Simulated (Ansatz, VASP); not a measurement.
## Two plane-wave programs on Hf4N

```
Hf N
1.0
     4.51521    0.00000    0.00000
     0.00000    4.51521    0.00000
     0.00000    0.00000    4.51521
Hf N
4 1
Direct
  0.50000 0.00000 0.00000
  0.00000 0.50000 0.00000
  0.00000 0.00000 0.50000
  0.50000 0.50000 0.50000
  0.00000 0.00000 0.00000
```

Alike in both runs: functional PBE; k mesh 8 × 8 × 8; occupations fermi-dirac, width 0.15 eV; no spin polarisation.

Ansatz relaxed the structure, and its values are those at the end. VASP's run is a single point on that final structure, the one shown.

|  | VASP | Ansatz |
| --- | --- | --- |
| version | VASP 6.6.1 | Ansatz 0.2.0 |
| potentials or method | VASP PAW PBE potentials, release 64 (Hf_pv, N), cutoff 520 eV | scalar-relativistic, plane waves, PAW |
| valence electrons in the cell | 45 | 109 |

|  | VASP | Ansatz | Ansatz less VASP |
| --- | --- | --- | --- |
| gap on the k mesh at the Fermi level (eV) | none | none | - |
| pressure (GPa) | -0.8 | 0.0 | +0.82 |

A gap of «none» marks a metal or a gap that the smearing closes. The functional is the same, so the differences come from potentials, cutoffs and numerics. VASP's potentials hold 45 valence electrons a cell and Ansatz's 109, so a difference there can come from the potentials and not from the codes.

Neither program's run includes spin-orbit coupling.
